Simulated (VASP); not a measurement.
# Fe in VASP: single point with RPBE

Aim: the single point of Fe with RPBE.

Program: VASP 6.6.1. These are calculated values, not measurements. Logs are shortened: lines on timing, memory, paths and dates and some standing lists are left out, and cuts for length are marked.

### Step 1. The cell of the first run

The typed cell holds 2 atoms: a = 2.616 Å, b = 2.616 Å, c = 4.492 Å, α = 97.54°, β = 97.54°, γ = 123.30°.

### Step 2. Single point, RPBE, collinear spin, ferromagnetic start

Contents of INCAR:

```
  PREC = Accurate
  ENCUT = 520
  EDIFF = 1E-7
  ISMEAR = -1
  SIGMA = 0.05
  LREAL = F
  LASPH = T
  NELM = 150
  ALGO = Normal
  ISIF = 2
  LWAVE = F
  LCHARG = F
  ISPIN = 2
  MAGMOM = 2.5 2.5
  LORBIT = 11
  LMAXMIX = 4
  GGA = RP
  NBANDS = 19
  ISYM = 0
```

Contents of KPOINTS:

```
Automatic mesh
0
Gamma
  14 14 10
```

Contents of POSCAR:

```
Fe
1.0
   -1.6279035475      1.6280562755      1.2423689455
    1.6280562755     -1.6279035475      1.2423689455
    3.0525904719      3.0525904719     -1.2420892239
Fe
2
Direct
    0.0000173639      0.9999826361      1.0000000000
    0.7499826361      0.2500173639      0.5000000000
```

Potentials or basis: VASP PAW PBE potentials, release 64 (Fe).

The run is started by

```sh
$ cat potpaw_PBE.64/Fe/POTCAR > POTCAR
$ mpirun -np 1 vasp_std > vasp.out
```

OUTCAR:

```text
PREC = Accurate
   ENCUT = 520
   EDIFF = 1E-7
   ISMEAR = -1
   LREAL = F
   LASPH = T
   NELM = 150
   ISIF = 2
   ISPIN = 2
   LORBIT = 11
   GGA = RP
   ISYM = 0

 ion  position               nearest neighbor table
   1  0.000  1.000  0.000-   2 2.52   2 2.52   2 2.52   2 2.52   2 3.08   2 3.08   2 3.08   2 3.08

   2  0.750  0.250  0.500-   1 2.52   1 2.52   1 2.52   1 2.52   1 3.08   1 3.08   1 3.08   1 3.08

IMPORTANT INFORMATION: All symmetrisations will be switched off!
NOSYMM: (Re-)initialisation of all symmetry stuff for point group C_1.

----------------------------------------------------------------------------------------

                                     Primitive cell

  volume of cell :      24.6967

  direct lattice vectors                    reciprocal lattice vectors
    -1.627903548  1.628056276  1.242368945    -0.071687381  0.235441716  0.402446871
     1.628056276 -1.627903548  1.242368945     0.235441716 -0.071687381  0.402446871
     3.052590472  3.052590472 -1.242089224     0.163791213  0.163791213 -0.000020135

  length of vectors
     2.616126486  2.616126486  4.492149020     0.471736543  0.471736543  0.231635755

  position of ions in fractional coordinates (direct lattice)
     0.000017364  0.999982636  0.000000000
     0.749982636  0.250017364  0.500000000

  ion indices of the primitive-cell ions
   primitive index   ion index
                 1           1
                 2           2

----------------------------------------------------------------------------------------

 KPOINTS: Automatic mesh

Automatic generation of k-mesh.
 Grid dimensions read from file:
 generate k-points for:   14   14   10

 Generating k-lattice:

  Cartesian coordinates                     Fractional coordinates (reciprocal lattice)
    -0.005120527  0.016817265  0.028746205     0.071428571  0.000000000  0.000000000
     0.016817265 -0.005120527  0.028746205     0.000000000  0.071428571  0.000000000
     0.016379121  0.016379121 -0.000002014     0.000000000  0.000000000  0.100000000

  Length of vectors
     0.033695467  0.033695467  0.023163576

  Shift w.r.t. Gamma in fractional coordinates (k-lattice)
     0.000000000  0.000000000  0.000000000

 Subroutine IBZKPT returns following result:
 ===========================================

 Found    984 irreducible k-points:

 Following reciprocal coordinates:
            Coordinates               Weight
  0.000000  0.000000  0.000000      1.000000
  0.071429  0.000000 -0.000000      2.000000
  0.000000 -0.071429  0.000000      2.000000
  0.142857 -0.000000 -0.000000      2.000000
  0.000000 -0.142857  0.000000      2.000000
  0.214286  0.000000 -0.000000      2.000000
[... 16 lines left out ...]
  0.357143  0.071429 -0.000000      2.000000
 -0.071429 -0.357143  0.000000      2.000000
 [... further k-points ...]
   k-points           NKPTS =    984   k-points in BZ     NKDIM =    984   number of bands    NBANDS=     19
   number of dos      NEDOS =    301   number of ions     NIONS =      2
   total plane-waves  NPLWV =  14400
   dimension x,y,z NGX =    20 NGY =   20 NGZ =   36
   dimension x,y,z NGXF=    40 NGYF=   40 NGZF=   72
   ions per type =               2
   NGX,Y,Z   is equivalent  to a cutoff of  12.71, 12.71, 13.32 a.u.
   NGXF,Y,Z  is equivalent  to a cutoff of  25.42, 25.42, 26.65 a.u.
 SYSTEM =  unknown system
   PREC   = accura    normal or accurate (medium, high low for compatibility)
   ISTART =      0    job   : 0-new  1-cont  2-samecut
   ICHARG =      2    charge: 1-file 2-atom 10-const
   ISPIN  =      2    spin polarized calculation?
   LNONCOLLINEAR =      F non collinear calculations
   LSORBIT =      F    spin-orbit coupling
   LASPH  =      T    aspherical Exc in radial PAW
   ENCUT  =  520.0 eV  38.22 Ry    6.18 a.u.   4.86  4.86  8.35*2*pi/ulx,y,z
   NELM   =    150;   NELMIN=  2; NELMDL= -5     # of ELM steps
   EDIFF  = 0.1E-06   stopping-criterion for ELM
   LREAL  =      F    real-space projection
   EDIFFG = 0.1E-05   stopping-criterion for IOM
   NSW    =      0    number of steps for IOM
   IBRION =     -1    ionic relax: 0-MD 1-quasi-New 2-CG
   NFREE  =      0    steps in history (QN), initial steepest desc. (CG)
   ISIF   =      2    stress and relaxation
   ISYM   =      0    0-nonsym 1-usesym 2-fastsym
   POTIM  = 0.5000    time-step for ionic-motion
   TEBEG  =    0.0;   TEEND  =   0.0 temperature during run
   PSTRESS=    0.0 pullay stress
   NELECT =      16.0000    total number of electrons
   NUPDOWN=      -1.0000    fix difference up-down
   EMIN   =  10.00;   EMAX   =-10.00  energy-range for DOS
   EFERMI =   0.00;   METHOD = LEGACY
   ISMEAR =    -1;   SIGMA  =   0.05  broadening in eV -4-tet -1-fermi 0-gaus
   EFERMI_NEDOS =   21; number of points for ismear=-14 and -15
   IALGO  =     38    algorithm
   IMIX   =      4    mixing-type and parameters
     AMIX     =   0.40;   BMIX     =  1.00
     AMIX_MAG =   1.60;   BMIX_MAG =  1.00
  volume/ion in A,a.u.               =      12.35        83.33
  Fermi-wavevector in a.u.,A,eV,Ry     =   1.416561  2.676911 27.302047  2.006644
  Thomas-Fermi vector in A             =   2.537882
   LORBIT       =     11    0 simple, 1 ext, 2 COOP (PROOUT), +10 PAW based schemes
   GGA     = RP    functional components
   LHFCALC =     F    Hartree Fock is set to
   AEXX    =    0.0000 exact exchange contribution
   IVDW    =     0    specifies the selected vdW correction
   LEPSILON=     F    determine dielectric tensor
   LRPA    =     F    only Hartree local field effects (RPA)
 spin polarized calculation
  energy-cutoff  :      520.00
  volume of cell :       24.70
 maximum number of plane-waves:       687
   NGX =  9   NGY =  9   NGZ = 17

 number of electron      16.0000001 magnetization       5.1388451

 Free energy of the ion-electron system (eV)
  ---------------------------------------------------
  ext. energy  EPLUGINS =         0.00000000
  ---------------------------------------------------
  free energy    TOTEN  =       -15.33984497 eV

  energy without entropy =      -15.32886231  energy(sigma->0) =      -15.33435364

 E-fermi :   5.3323     XC(G=0): -12.5374

 val. band max:        5.3296397200   @ k =  -0.2143  -0.0000   0.1000
 cond. band min:       5.3357373473   @ k =  -0.2143   0.1429   0.2000
 fundamental gap:      0.0060976273
 Fermi energy:         5.3323081961

 spin component 1

 k-point     1 :       0.0000    0.0000    0.0000
  band No.  band energies     occupation
      1      -2.7960      1.00000
      2       0.6681      1.00000
      3       2.5428      1.00000
      4       2.6838      1.00000
      5       3.2442      1.00000
      6       3.3004      1.00000
[... 11 lines left out ...]
     18      30.2636      0.00000
     19      31.4605      0.00000

 k-point     2 :       0.0714    0.0000   -0.0000
  band No.  band energies     occupation
      1      -2.6090      1.00000
      2       0.7779      1.00000
      3       2.5904      1.00000
      4       2.7463      1.00000
      5       3.2312      1.00000
      6       3.2904      1.00000
[... 11 lines left out ...]
     18      29.1595      0.00000
     19      30.0912      0.00000

 k-point     3 :       0.0000   -0.0714    0.0000
  band No.  band energies     occupation
      1      -2.6090      1.00000
      2       0.7779      1.00000
      3       2.5904      1.00000
      4       2.7463      1.00000
      5       3.2312      1.00000
      6       3.2904      1.00000
[... 434 lines left out ...]
      1       0.7859      1.00000
      2       1.0302      1.00000
      3       1.4471      1.00000
      4       2.4139      1.00000
      5       3.0347      1.00000
      6       3.1594      1.00000
[... 11 lines left out ...]
     18      24.6359      0.00000
     19      26.6196      0.00000

 k-point    24 :      -0.0714   -0.3571    0.0000
  band No.  band energies     occupation
      1       0.7859      1.00000
      2       1.0302      1.00000
      3       1.4471      1.00000
      4       2.4139      1.00000
      5       3.0347      1.00000
      6       3.1594      1.00000
[... 11 lines left out ...]
     18      24.6359      0.00000
     19      26.6196      0.00000

 [... further k-points ...]

 spin component 2

 k-point     1 :       0.0000    0.0000    0.0000
  band No.  band energies     occupation
      1      -2.6450      1.00000
      2       1.9864      1.00000
      3       4.6780      1.00000
      4       5.0067      0.99852
      5       5.0303      0.99762
      6       5.8108      0.00007
[... 11 lines left out ...]
     18      30.7595      0.00000
     19      31.5010      0.00000

 k-point     2 :       0.0714    0.0000   -0.0000
  band No.  band energies     occupation
      1      -2.4574      1.00000
      2       2.1096      1.00000
      3       4.7034      1.00000
      4       4.8045      0.99997
      5       5.0704      0.99472
      6       5.8186      0.00006
[... 11 lines left out ...]
     18      29.5101      0.00000
     19      30.5468      0.00000

 k-point     3 :       0.0000   -0.0714    0.0000
  band No.  band energies     occupation
      1      -2.4574      1.00000
      2       2.1096      1.00000
      3       4.7034      1.00000
      4       4.8045      0.99997
      5       5.0704      0.99472
      6       5.8186      0.00006
[... 434 lines left out ...]
      1       1.8315      1.00000
      2       2.8825      1.00000
      3       3.4951      1.00000
      4       4.5765      1.00000
      5       4.7008      1.00000
      6       5.7758      0.00014
[... 11 lines left out ...]
     18      25.1592      0.00000
     19      27.0322      0.00000

 k-point    24 :      -0.0714   -0.3571    0.0000
  band No.  band energies     occupation
      1       1.8315      1.00000
      2       2.8825      1.00000
      3       3.4951      1.00000
      4       4.5765      1.00000
      5       4.7008      1.00000
      6       5.7758      0.00014
[... 11 lines left out ...]
     18      25.1592      0.00000
     19      27.0322      0.00000

 [... further k-points ...]

------------------------ aborting loop because EDIFF is reached ----------------------------------------

  FORCE on cell =-STRESS in cart. coord.  units (eV):
  Direction    XX          YY          ZZ          XY          YZ          ZX
  --------------------------------------------------------------------------------------
  -------------------------------------------------------------------------------------
  Total       -0.0180192     -0.0180212     -0.0317327     -0.0036579     -0.0001390     -0.0001397
  in kB       -1.1689775     -1.1691105     -2.0586329     -0.2373007     -0.0090196     -0.0090623
  external PRESSURE =      -1.4655736 kB  Pullay stress =       0.0000000 kB

 VOLUME and BASIS-vectors are now :
 -----------------------------------------------------------------------------
  energy-cutoff  :      520.00
  volume of cell :       24.70
      direct lattice vectors                 reciprocal lattice vectors
    -1.627903548  1.628056276  1.242368945    -0.071687381  0.235441716  0.402446871
     1.628056276 -1.627903548  1.242368945     0.235441716 -0.071687381  0.402446871
     3.052590472  3.052590472 -1.242089224     0.163791213  0.163791213 -0.000020135

 POSITION                                       TOTAL-FORCE (eV/Angst)
 -----------------------------------------------------------------------------------
      1.62800     -1.62785      1.24237         0.000023     -0.000023      0.000000
      0.71244      2.34031      0.62132        -0.000023      0.000023     -0.000000
 -----------------------------------------------------------------------------------
    total drift:                               -0.000000      0.000000     -0.000000

  FREE ENERGIE OF THE ION-ELECTRON SYSTEM (eV)
  ---------------------------------------------------
  free  energy   TOTEN  =       -15.3398449676 eV

  energy  without entropy=      -15.3288623074  energy(sigma->0) =      -15.33435364

 total charge

# of ion       s       p       d       tot
------------------------------------------
    1        0.461   0.477   6.178   7.116
    2        0.461   0.477   6.178   7.116
--------------------------------------------------
tot          0.921   0.954  12.357  14.232

 magnetization (x)

# of ion       s       p       d       tot
------------------------------------------
    1       -0.017  -0.058   2.655   2.580
    2       -0.017  -0.058   2.655   2.580
--------------------------------------------------
tot         -0.033  -0.117   5.310   5.160
```

Wall time 16 min (1 thread of Intel Xeon Platinum 8259CL at 2.50GHz (Skylake/Cascade Lake), shared host); peak memory 0.69 GiB.

Results:

* Free energy: -15.3398 eV
* Pressure: -0.1 GPa
* Net moment: 5.14 μB per cell
* Site moments: Fe +2.58 μB
* Valence electrons inside the program's atomic spheres: Fe 7.12

Levels at points of the mesh, in eV from the Fermi level:
Spin up:
```tsv
k point	band 6	band 7	band 8	band 9	band 10	band 11	band 12	band 13	band 14	band 15
(0.00, 0.00, 0.00)	-2.03	-1.96	-1.95	-1.30	-1.27	-0.59	-0.33	5.50	19.48	22.49
(0.50, 0.00, 0.00)	-1.52	-1.31	-0.98	-0.43	-0.32	1.35	4.01	5.73	9.44	13.12
(0.00, 0.50, 0.00)	-1.52	-1.31	-0.98	-0.43	-0.32	1.35	4.01	5.73	9.44	13.12
(0.50, 0.50, 0.00)	-2.80	-1.23	-1.23	-0.52	-0.52	1.95	1.95	9.86	9.86	10.54
(0.00, 0.00, 0.50)	-2.49	-1.78	-1.78	-1.74	-1.74	-0.82	-0.82	13.06	13.06	21.26
(0.50, 0.00, 0.50)	-1.52	-1.31	-0.98	-0.43	-0.32	1.35	4.01	5.73	9.44	13.12
(0.00, 0.50, 0.50)	-1.52	-1.31	-0.98	-0.43	-0.32	1.35	4.01	5.73	9.44	13.12
(0.50, 0.50, 0.50)	-1.53	-0.52	-0.52	-0.41	-0.41	0.59	0.59	6.68	6.68	16.75
```
Spin down:
```tsv
k point	band 3	band 4	band 5	band 6	band 7	band 8
(0.00, 0.00, 0.00)	-0.65	-0.33	-0.30	0.48	0.70	0.73
(0.50, 0.00, 0.00)	-2.07	-0.75	-0.32	0.48	1.21	1.89
(0.00, 0.50, 0.00)	-2.07	-0.75	-0.32	0.48	1.21	1.89
(0.50, 0.50, 0.00)	-1.41	-1.41	-1.20	-1.20	1.88	1.88
(0.00, 0.00, 0.50)	-0.98	-0.98	-0.08	-0.08	0.92	0.92
(0.50, 0.00, 0.50)	-2.07	-0.75	-0.32	0.48	1.21	1.89
(0.00, 0.50, 0.50)	-2.07	-0.75	-0.32	0.48	1.21	1.89
(0.50, 0.50, 0.50)	-1.53	-1.53	0.63	0.63	1.63	1.63
```

Caveat: the PAW data sets were made with another functional, which shifts forces and pressure a little.
